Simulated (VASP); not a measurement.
Set up this calculation in VASP 6.6.1, as the native input.

* Task: single point
* Functional: PBE
* Potentials or basis: VASP PAW PBE potentials, release 64 (Al, Cu)
* Cutoff: 520 eV
* k mesh: 12 × 12 × 12
* Occupations: gaussian, width 0.15 eV
* Spin: no spin polarisation
* Dipole correction: no
* Further INCAR settings: ALGO = Fast; EDIFF = 1e-06; NBANDS = 26

The structure of Al2Cu lies in POSCAR:

```
Al2Cu
1.0
   -3.0715817149      3.0715817149      2.4416174502
    3.0715817149     -3.0715817149      2.4416174502
    3.0715817149      3.0715817149     -2.4416174502
Al Cu
4 2
Direct
    0.1587211842      0.6587211842      0.8174423684
    0.6587211842      0.8412788158      0.5000000000
    0.8412788158      0.3412788158      0.1825576316
    0.3412788158      0.1587211842      0.5000000000
    0.7500000000      0.7500000000      0.0000000000
    0.2500000000      0.2500000000      0.0000000000
```

This cell differs from its parent crystal: strain +0.015 along x and y, +0.000 along z.

The input as run:

INCAR

```
PREC = Accurate
ENCUT = 520
EDIFF = 1E-6
ISMEAR = 0
SIGMA = 0.15
LREAL = False
LASPH = True
NELM = 100
ALGO = Fast
ISIF = 2
LWAVE = False
LCHARG = False
GGA = PE
NBANDS = 26
```

KPOINTS

```
Automatic mesh
0
Gamma
  12 12 12
```

Potentials or basis: VASP PAW PBE potentials, release 64 (Al, Cu).

The run is started by

```bash
$ cat potpaw_PBE.64/Al/POTCAR potpaw_PBE.64/Cu/POTCAR > POTCAR
$ mpirun -np 1 vasp_std > vasp.out
```

Results of the run:

- Pressure: -2.8 GPa
- Largest force: 0.040 eV/Å
- Band gap on the k mesh: zero (bands 17 and 18 overlap by 4.29 eV)

Caveat: the cell differs from its parent crystal (strain +0.015 along x and y, +0.000 along z).

Run time: 23 min on 1 thread of Intel Xeon 8259CL (shared host), peak memory 0.44 GiB.
